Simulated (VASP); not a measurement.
# SrLi8Nb7O23 (a cell with a defect) in VASP: further runs

Runs on SrLi8Nb7O23 (a cell with a defect). Level: PBE. Tasks: single point.

All numbers are computed with VASP 6.6.1; they aren't measurements. Logs are shortened: lines on timing, memory, paths and dates and some standing lists are left out, and cuts for length are marked.

## 1. The cell of the first run

The cell holds a defect, 39 atoms: a = 5.550 Å, b = 11.101 Å, c = 11.101 Å, α = 55.75°, β = 55.75°, γ = 55.75°.

## 2. Single point, PBE

File INCAR:

```
PREC     = Accurate       # precision mode
ENCUT    = 650            # plane-wave cutoff, eV
EDIFF    = 1E-6           # SCF threshold, eV
ISMEAR   = 0              # smearing method
SIGMA    = 0.01           # smearing width, eV
LREAL    = Auto         
LASPH    = True           # aspherical terms in the spheres
NELM     = 120            # most SCF steps
ALGO     = Normal         # electronic algorithm
ISIF     = 2              # what is computed and relaxed
LWAVE    = False          # write WAVECAR
LCHARG   = True           # write CHGCAR
GGA      = PE             # functional
LELF     = True           # ELF
LVHAR    = True         
NELECT   = 264.0        
NBANDS   = 156            # bands
GGA_COMPAT= False        
ISYM     = -1
```

File KPOINTS:

```
explicit points
1
Reciprocal
  0.25000000   0.25000000   0.25000000 1
```

File POSCAR:

```
SrLi8Nb7O23
1.0
    2.5949501352      1.4981951591      4.6722232478
   -5.1899002704      2.9963903182      9.3444464955
    0.0000000000     -5.9927806363      9.3444464955
Li Nb O Sr
8 7 23 1
Direct
    0.7132003043      0.3568501225      0.3634358691
    0.1746457422      0.1147882751      0.1361912699
    0.7131600125      0.3594960515      0.8594169554
    0.2226826769      0.1135451857      0.6104624170
    0.7168497145      0.8511526419      0.3706197540
    0.2155364645      0.6080628872      0.1154661388
    0.7719390934      0.8181912290      0.8533711254
    0.2066664426      0.5965424685      0.6153436342
    0.9824405904      0.4931419530      0.5134184778
    0.4979187882      0.2483799467      0.2516088020
    0.9969020429      0.4965454369      1.0075381706
    0.9888475266      1.0113479794      0.5030679110
    0.5077788529      0.7441924782      0.2571334395
    0.9814203844      0.9867523067      1.0182006797
    0.5005436911      0.7495499430      0.7515730889
    0.2779827827      0.3200370914      0.4431294696
    0.6355058637      0.4455131041      0.1411953544
    0.8712445090      0.1408399512      0.3244447683
    0.4196955686      0.0616271243      0.3759067684
    0.8024797673      0.1959643912      0.0681234099
    0.1345507886      0.3920233671      0.2002506208
    0.2802160286      0.3141319805      0.9701280340
    0.6201639915      0.4550798590      0.6286602547
    1.0298838782      0.1340596021      0.8178829004
    0.8471667889      0.1889575467      0.5411798475
    0.0771456711      0.4227161268      0.6837686521
    0.2832840973      0.8332879712      0.4264931238
    0.6042062809      0.9712347772      0.0941693045
    0.8757389534      0.6595035722      0.3100205422
    0.3834320217      0.5757250757      0.3810511507
    0.7792509041      0.6950272502      0.0688010600
    0.1376655952      0.8981863098      0.1839666655
    0.2865577307      0.8153461023      0.9512278383
    0.6410088428      0.9444853615      0.6505461794
    0.8945392947      0.6343751513      0.8212375940
    0.3896054523      0.5721879556      0.8892548426
    0.7572459286      0.7103898376      0.5661188592
    0.1312735808      0.8914700963      0.7032904925
    0.4759400664      0.2181436819      0.7758237048
```

Potentials or basis: VASP PAW PBE potentials, release 64 (Li_sv, Nb_sv, O, Sr_sv).

Run with:

```bash
> cat potpaw_PBE.64/Li_sv/POTCAR potpaw_PBE.64/Nb_sv/POTCAR potpaw_PBE.64/O/POTCAR potpaw_PBE.64/Sr_sv/POTCAR > POTCAR
> mpirun -np 1 vasp_std > vasp.out
```

OUTCAR:

```text
PREC = Accurate
   ENCUT = 650
   EDIFF = 1E-6
   ISMEAR = 0
   LREAL = Auto
   LASPH = True
   NELM = 120
   ISIF = 2
   GGA = PE
   NELECT = 264.0
   ISYM = -1

 ion  position               nearest neighbor table
   1  0.713  0.357  0.363-  25 1.97  21 2.09  30 2.10  18 2.25  16 2.25  39 3.55
   2  0.175  0.115  0.136-  18 1.86  28 1.94  22 2.07  20 2.13  32 2.26  39 3.09
   3  0.713  0.359  0.859-  26 2.00  36 2.08  20 2.11  22 2.21  24 2.24  39 3.22  39 3.31
   4  0.223  0.114  0.610-  24 2.01  16 2.04  34 2.10  25 2.18  39 3.21  39 3.72
   5  0.717  0.851  0.371-  37 1.88  19 1.97  29 2.14  32 2.17  27 2.22
   6  0.216  0.608  0.115-  29 2.03  17 2.05  33 2.06  21 2.24
   7  0.772  0.818  0.853-  35 1.93  31 1.99  38 1.99  34 2.17  33 2.28  11 2.78  39 3.50
   8  0.207  0.597  0.615-  23 1.95  26 2.03  35 2.05  39 3.25
   9  0.982  0.493  0.513-  23 1.82  26 1.86  16 1.92  29 2.11  30 2.25  37 2.26  39 3.86  39 4.02
[... 17 lines left out ...]
  25  0.847  0.189  0.541-  12 1.87   1 1.97   4 2.18  39 2.30
  26  0.077  0.423  0.684-   9 1.86   3 2.00   8 2.03  39 2.32
  27  0.283  0.833  0.426-  12 2.00  13 2.03   5 2.22
  28  0.604  0.971  0.094-  14 1.84   2 1.94  13 2.28  39 3.20
  29  0.876  0.660  0.310-  13 1.99   6 2.03   9 2.11   5 2.14
  30  0.383  0.576  0.381-  13 1.83   1 2.10   9 2.25
  31  0.779  0.695  0.069-  13 1.94   7 1.99  11 2.13
  32  0.138  0.898  0.184-  14 1.98  13 2.04   5 2.17   2 2.26
  33  0.287  0.815  0.951-  14 1.89   6 2.06  15 2.18   7 2.28
  34  0.641  0.944  0.651-  12 1.91   4 2.10   7 2.17  15 2.18  39 3.49
  35  0.895  0.634  0.821-  11 1.93   7 1.93   8 2.05  15 2.16
  36  0.390  0.572  0.889-  15 1.87   3 2.08  11 2.19
  37  0.757  0.710  0.566-  15 1.86   5 1.88   9 2.26
  38  0.131  0.891  0.703-  15 1.90   7 1.99  12 2.19  39 3.49
  39  0.476  0.218  0.776-  25 2.30  26 2.32  22 2.37  23 2.51  24 2.83  24 2.90   2 3.09  28 3.20
                             4 3.21   3 3.22   8 3.25   3 3.31  20 3.32  38 3.49  34 3.49   7 3.50

IMPORTANT INFORMATION: All symmetrisations will be switched off!
NOSYMM: (Re-)initialisation of all symmetry stuff for point group C_1.

----------------------------------------------------------------------------------------

                                     Primitive cell

  volume of cell :     435.9455

  direct lattice vectors                    reciprocal lattice vectors
     2.594950135  1.498195159  4.672223248     0.192681930  0.111244964  0.071343623
    -5.189900270  2.996390318  9.344446495    -0.096340965  0.055622482  0.035671811
     0.000000000 -5.992780636  9.344446495    -0.000000000 -0.111244964  0.035671811

  length of vectors
     5.550497727 11.100995454 11.100995454     0.233648626  0.116824313  0.116824313

  position of ions in fractional coordinates (direct lattice)
     0.713200304  0.356850122  0.363435869
     0.174645742  0.114788275  0.136191270
     0.713160012  0.359496052  0.859416955
     0.222682677  0.113545186  0.610462417
     0.716849715  0.851152642  0.370619754
[... 121 lines left out ...]
   ISMEAR =     0;   SIGMA  =   0.01  broadening in eV -4-tet -1-fermi 0-gaus
   EFERMI_NEDOS =   21; number of points for ismear=-14 and -15
   IALGO  =     38    algorithm
   IMIX   =      4    mixing-type and parameters
     AMIX     =   0.40;   BMIX     =  1.00
     AMIX_MAG =   1.60;   BMIX_MAG =  1.00
  volume/ion in A,a.u.               =      11.18        75.43
  Fermi-wavevector in a.u.,A,eV,Ry     =   1.385050  2.617365 26.100913  1.918363
  Thomas-Fermi vector in A             =   2.509496
   LORBIT       =      0    0 simple, 1 ext, 2 COOP (PROOUT), +10 PAW based schemes
   GGA     = PE    functional components
   LHFCALC =     F    Hartree Fock is set to
   AEXX    =    0.0000 exact exchange contribution
   IVDW    =     0    specifies the selected vdW correction
   LEPSILON=     F    determine dielectric tensor
   LRPA    =     F    only Hartree local field effects (RPA)
 non-spin polarized calculation
 Gauss-broadening in eV      SIGMA  =   0.01
  energy-cutoff  :      650.00
  volume of cell :      435.95
 maximum number of plane-waves:     16398
 NGX is ok and might be reduce to    48
   NGX = 23   NGY = 47   NGZ = 47

 number of electron     264.0000001 magnetization

 Free energy of the ion-electron system (eV)
  ---------------------------------------------------
  ext. energy  EPLUGINS =         0.00000000
  ---------------------------------------------------
  free energy    TOTEN  =      -296.98255625 eV

  energy without entropy =     -296.98255625  energy(sigma->0) =     -296.98255625

 E-fermi :   3.2908     XC(G=0): -10.5474

 val. band max:        3.2219407860   @ k =   0.2500   0.2500   0.2500
 cond. band min:       6.6583190260   @ k =   0.2500   0.2500   0.2500
 fundamental gap:      3.4363782400
 Fermi energy:         3.2907962432

 k-point     1 :       0.2500    0.2500    0.2500
  band No.  band energies     occupation
      1     -51.2526      2.00000
      2     -51.2308      2.00000
      3     -51.1660      2.00000
      4     -51.0850      2.00000
      5     -51.0688      2.00000
      6     -51.0156      2.00000
[... 136 lines left out ...]
    143       7.7266      0.00000
    144       7.7996      0.00000
 [bands above 144 left out]

------------------------ aborting loop because EDIFF is reached ----------------------------------------

  FORCE on cell =-STRESS in cart. coord.  units (eV):
  Direction    XX          YY          ZZ          XY          YZ          ZX
  --------------------------------------------------------------------------------------
  -------------------------------------------------------------------------------------
  Total       14.1427776     15.4475984     14.4249789      1.4402574      2.3295922     -1.5181104
  in kB       51.9772215     56.7726699     53.0143614      5.2932019      8.5616656     -5.5793257
  external PRESSURE =      53.9214176 kB  Pullay stress =       0.0000000 kB

 VOLUME and BASIS-vectors are now :
 -----------------------------------------------------------------------------
  energy-cutoff  :      650.00
  volume of cell :      435.95
      direct lattice vectors                 reciprocal lattice vectors
     2.594950135  1.498195159  4.672223248     0.192681930  0.111244964  0.071343623
    -5.189900270  2.996390318  9.344446495    -0.096340965  0.055622482  0.035671811
     0.000000000 -5.992780636  9.344446495    -0.000000000 -0.111244964  0.035671811

 POSITION                                       TOTAL-FORCE (eV/Angst)
 -----------------------------------------------------------------------------------
     -0.00130     -0.04022     10.06290        -0.005714      0.006054     -0.007401
     -0.14254     -0.21056      3.16125         0.002343      0.013288     -0.008133
     -0.01513     -3.00465     14.72211        -0.006995     -0.008355     -0.006805
     -0.01144     -2.98452      7.80587         0.005529     -0.001125     -0.001559
     -2.55721      1.40332     14.76607        -0.000064      0.010631     -0.004403
     -2.59648      1.45295      7.76801         0.001989      0.001851     -0.002529
[... 31 lines left out ...]
     -4.28599     -1.34680     15.51549        -0.005009      0.010964     -0.011269
      0.10290     -3.28265     11.51177         0.042635     -0.070773     -0.006586
 -----------------------------------------------------------------------------------
    total drift:                               -0.001345      0.003686     -0.004542

  FREE ENERGIE OF THE ION-ELECTRON SYSTEM (eV)
  ---------------------------------------------------
  free  energy   TOTEN  =      -296.9825562458 eV

  energy  without entropy=     -296.9825562458  energy(sigma->0) =     -296.98255625
```

Wall time 8 min (1 thread of Intel Xeon Platinum 8375C at 2.90GHz (Ice Lake), shared host); peak memory 0.89 GiB.

What came out:

- Free energy: -296.9826 eV
- Largest force: 0.083 eV/Å

Forces on the atoms (eV/Å):
```
Li  -0.006  0.006 -0.007
Li   0.002  0.013 -0.008
Li  -0.007 -0.008 -0.007
Li   0.006 -0.001 -0.002
Li   0.000  0.011 -0.004
Li   0.002  0.002 -0.003
Li  -0.010  0.003  0.004
Li  -0.010  0.000 -0.001
Nb  -0.008  0.054  0.018
Nb   0.011  0.032  0.040
Nb  -0.017 -0.001  0.024
Nb   0.019  0.013 -0.009
Nb  -0.034  0.023  0.014
Nb   0.026 -0.021  0.031
Nb   0.001  0.014  0.049
O   -0.016 -0.002  0.001
O    0.011  0.004 -0.008
O   -0.005 -0.030  0.004
O   -0.013 -0.015 -0.013
O   -0.010 -0.016 -0.008
O    0.003  0.009 -0.012
O   -0.021 -0.028  0.034
O   -0.003  0.012  0.012
O   -0.001  0.019  0.001
O    0.032  0.052 -0.010
O   -0.050  0.017 -0.017
O    0.009  0.010 -0.008
O    0.013 -0.017 -0.006
O    0.003 -0.023  0.002
O    0.001 -0.030 -0.018
O    0.007 -0.013 -0.006
O    0.008  0.012 -0.010
O   -0.012 -0.001 -0.013
O    0.009  0.003 -0.001
O    0.005 -0.017 -0.015
O   -0.002 -0.010 -0.015
O    0.018 -0.016 -0.017
O   -0.005  0.011 -0.011
Sr   0.043 -0.071 -0.007
```

Levels at points of the mesh, in eV from the Fermi level:
```
           k point  band 128  band 129  band 130  band 131  band 132  band 133  band 134  band 135  band 136  band 137
(0.25, 0.25, 0.25)     -0.32     -0.28     -0.23     -0.15     -0.07      3.37      3.49      3.60      3.74      3.82
```

Caveat: the cell carries a net charge on a neutralising background, which shifts energy and pressure; the cell is charged against a uniform background, so pressure and absolute levels hang on convention.

(Continued in part 2 of 2.)
